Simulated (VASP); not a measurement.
# BiAs (CsCl type) (Pm-3m) in VASP: a series of runs, part 2 of 2

VASP 6.6.1. The steps go on from the part before.

### 4 Electric field gradients, PBE (volume scaled by 1.06)

Input file INCAR:

```
SYSTEM = BiAs
ALGO     = Normal         ! electronic algorithm
EDIFF    = 1E-8           ! SCF threshold, eV
ENCUT    = 520            ! plane-wave cutoff, eV
GGA      = PE             ! functional
ISIF     = 2              ! what is computed and relaxed
ISMEAR   = -1             ! smearing method
LASPH    = .True.         ! aspherical terms in the spheres
LCHARG   = .False.        ! write CHGCAR
LEFG     = .True.       
LREAL    = .False.        ! projectors in reciprocal space
LWAVE    = .False.        ! write WAVECAR
NBANDS   = 17             ! bands
NELM     = 80             ! most SCF steps
PREC     = Accurate       ! precision mode
SIGMA    = 0.05           ! smearing width, eV
```

Input file KPOINTS:

```
k-points
0
Gamma
  13 13 13
  0 0 0
```

Input file POSCAR:

```
BiAs
1.0
    3.7664996236      0.0000000000      0.0000000000
    0.0000000000      3.7664996236      0.0000000000
    0.0000000000      0.0000000000      3.7664996236
As Bi
1 1
Direct
    0.0000000000      0.0000000000      0.0000000000
    0.5000000000      0.5000000000      0.5000000000
```

Potentials or basis: VASP PAW PBE potentials, release 64 (As, Bi_d).

On the command line:

```
$ cat potpaw_PBE.64/As/POTCAR potpaw_PBE.64/Bi_d/POTCAR > POTCAR
$ mpirun -np 1 vasp_std > vasp.out
```

OUTCAR:

```text
SYSTEM = BiAs
   EDIFF = 1E-8
   ENCUT = 520
   GGA = PE
   ISIF = 2
   ISMEAR = -1
   LASPH = .True.
   LREAL = .False.
   NELM = 80
   PREC = Accurate

 ion  position               nearest neighbor table
   1  0.000  0.000  0.000-   2 3.26   2 3.26   2 3.26   2 3.26   2 3.26   2 3.26   2 3.26   2 3.26

   2  0.500  0.500  0.500-   1 3.26   1 3.26   1 3.26   1 3.26   1 3.26   1 3.26   1 3.26   1 3.26

  LATTYP: Found a simple cubic cell.
 ALAT       =     3.7664996236

  Lattice vectors:

 A1 = (   3.7664996236,   0.0000000000,   0.0000000000)
 A2 = (   0.0000000000,   3.7664996236,   0.0000000000)
 A3 = (   0.0000000000,   0.0000000000,   3.7664996236)

Analysis of symmetry for initial positions (statically):
=====================================================================
 Subroutine PRICEL returns:
 Original cell was already a primitive cell.

 Routine SETGRP: Setting up the symmetry group for a
 simple cubic supercell.

 Subroutine GETGRP returns: Found 48 space group operations
 (whereof 48 operations were pure point group operations)
 out of a pool of 48 trial point group operations.

The static configuration has the point symmetry O_h .

Analysis of symmetry for dynamics (positions and initial velocities):
=====================================================================
 Subroutine PRICEL returns:
 Original cell was already a primitive cell.

 Routine SETGRP: Setting up the symmetry group for a
 simple cubic supercell.

 Subroutine GETGRP returns: Found 48 space group operations
 (whereof 48 operations were pure point group operations)
 out of a pool of 48 trial point group operations.

The dynamic configuration has the point symmetry O_h .

[... 157 lines left out ...]
      4     -16.5692      2.00000
      5     -16.5692      2.00000
      6      -7.0096      2.00000
[... 457 lines left out ...]
      4     -16.5807      2.00000
      5     -16.5669      2.00000
      6      -4.8292      2.00000
[... 9 lines left out ...]
     16      15.1107      0.00000
     17      16.5689      0.00000

 [... further k-points ...]

------------------------ aborting loop because EDIFF is reached ----------------------------------------

  FORCE on cell =-STRESS in cart. coord.  units (eV):
  Direction    XX          YY          ZZ          XY          YZ          ZX
  --------------------------------------------------------------------------------------
  -------------------------------------------------------------------------------------
  Total       -1.1345616     -1.1345616     -1.1345616      0.0000000      0.0000000     -0.0000000
  in kB      -34.0192602    -34.0192602    -34.0192602      0.0000000      0.0000000     -0.0000000
  external PRESSURE =     -34.0192602 kB  Pullay stress =       0.0000000 kB

 VOLUME and BASIS-vectors are now :
 -----------------------------------------------------------------------------
  energy-cutoff  :      520.00
  volume of cell :       53.43
      direct lattice vectors                 reciprocal lattice vectors
     3.766499624  0.000000000  0.000000000     0.265498500  0.000000000  0.000000000
     0.000000000  3.766499624  0.000000000     0.000000000  0.265498500  0.000000000
     0.000000000  0.000000000  3.766499624     0.000000000  0.000000000  0.265498500

 POSITION                                       TOTAL-FORCE (eV/Angst)
 -----------------------------------------------------------------------------------
      0.00000      0.00000      0.00000         0.000000      0.000000      0.000000
      1.88325      1.88325      1.88325         0.000000      0.000000      0.000000
 -----------------------------------------------------------------------------------
    total drift:                                0.000000      0.000000      0.000000

  FREE ENERGIE OF THE ION-ELECTRON SYSTEM (eV)
  ---------------------------------------------------
  free  energy   TOTEN  =        -8.0280928877 eV

  energy  without entropy=       -8.0195871047  energy(sigma->0) =       -8.02384000

 Electric field gradients (V/A^2)
---------------------------------------------------------------------
 ion       V_xx      V_yy      V_zz      V_xy      V_xz      V_yz
---------------------------------------------------------------------
   1      -0.000    -0.000    -0.000     0.000     0.000     0.000
   2      -0.000    -0.000     0.000    -0.000    -0.000     0.000
---------------------------------------------------------------------

 Electric field gradients after diagonalization (V/A^2)
 (convention: |V_zz| > |V_xx| > |V_yy|)
----------------------------------------------------------------------
 ion       V_xx      V_yy      V_zz     asymmetry (V_yy - V_xx)/ V_zz
----------------------------------------------------------------------
   1      -0.000    -0.000    -0.000      -0.185
   2      -0.000    -0.000     0.000       0.135
----------------------------------------------------------------------

           NMR quadrupolar parameters

 Cq : quadrupolar parameter    Cq=e*Q*V_zz/h
 eta: asymmetry parameters     (V_yy - V_xx)/ V_zz
 Q  : nuclear electric quadrupole moment in mb (millibarn)
----------------------------------------------------------------------
 ion       Cq(MHz)       eta       Q (mb)
----------------------------------------------------------------------
   1      -0.000      -0.185       1.000
   2       0.000       0.135       1.000
----------------------------------------------------------------------
```

OSZICAR:

```text
N       E                     dE             d eps       ncg     rms          rms(c)
DAV:   1     0.145505364325E+03    0.14551E+03   -0.10546E+04  2856   0.128E+03
DAV:   2     0.199387528960E+01   -0.14351E+03   -0.14027E+03  3090   0.329E+02
DAV:   3    -0.792797101442E+01   -0.99218E+01   -0.97907E+01  3539   0.848E+01
DAV:   4    -0.816804610037E+01   -0.24008E+00   -0.23971E+00  3704   0.141E+01
DAV:   5    -0.817573868271E+01   -0.76926E-02   -0.76922E-02  3777   0.242E+00    0.192E+00
DAV:   6    -0.802709387707E+01    0.14864E+00   -0.59602E-01  4248   0.414E+00    0.946E-01
DAV:   7    -0.802873864092E+01   -0.16448E-02   -0.37195E-02  3108   0.101E+00    0.485E-01
DAV:   8    -0.802819268300E+01    0.54596E-03   -0.50254E-03  3458   0.497E-01    0.712E-02
DAV:   9    -0.802807910150E+01    0.11358E-03   -0.11242E-03  4005   0.166E-01    0.421E-02
DAV:  10    -0.802809321125E+01   -0.14110E-04   -0.93837E-05  3323   0.622E-02    0.118E-02
DAV:  11    -0.802809329375E+01   -0.82499E-07   -0.65628E-06  3752   0.144E-02    0.197E-03
DAV:  12    -0.802809294892E+01    0.34482E-06   -0.15948E-07  3426   0.274E-03    0.602E-04
DAV:  13    -0.802809290417E+01    0.44754E-07   -0.15603E-08  2853   0.102E-03    0.249E-04
DAV:  14    -0.802809288434E+01    0.19828E-07   -0.17220E-09  1702   0.424E-04    0.464E-05
DAV:  15    -0.802809288771E+01   -0.33715E-08   -0.39204E-10  1656   0.187E-04
   1 F= -.80280929E+01 E0= -.80238400E+01  d E =-.850578E-02
```

stdout:

```text
POSCAR found type information on POSCAR AsBi
 POSCAR found :  2 types and       2 ions
 scaLAPACK will be used
 LDA part: xc-table for (Slater+PW92), standard interpolation
 POSCAR, INCAR and KPOINTS ok, starting setup
 FFT: planning ... GRIDC
 FFT: planning ... GRID_SOFT
 FFT: planning ... GRID
 WAVECAR not read
 entering main loop
ion   1

ion   2
```

It took 51 s on 1 thread of Intel Xeon 6975P-C, shared host; peak memory 0.21 GiB.

Results:

| Item | Value |
| --- | --- |
| Free energy | -8.0281 eV |
| Pressure | -3.4 GPa |
| Band gap on the k mesh | zero (band 10 reaches 7.29 eV, above the bottom of band 11 at 4.65 eV) |

Caveat: without QUAD_EFG the Cq values of the log hold for a quadrupole moment of 1 mb, not for the nuclei; spin-orbit coupling is left out, which moves the levels of the heavy elements.
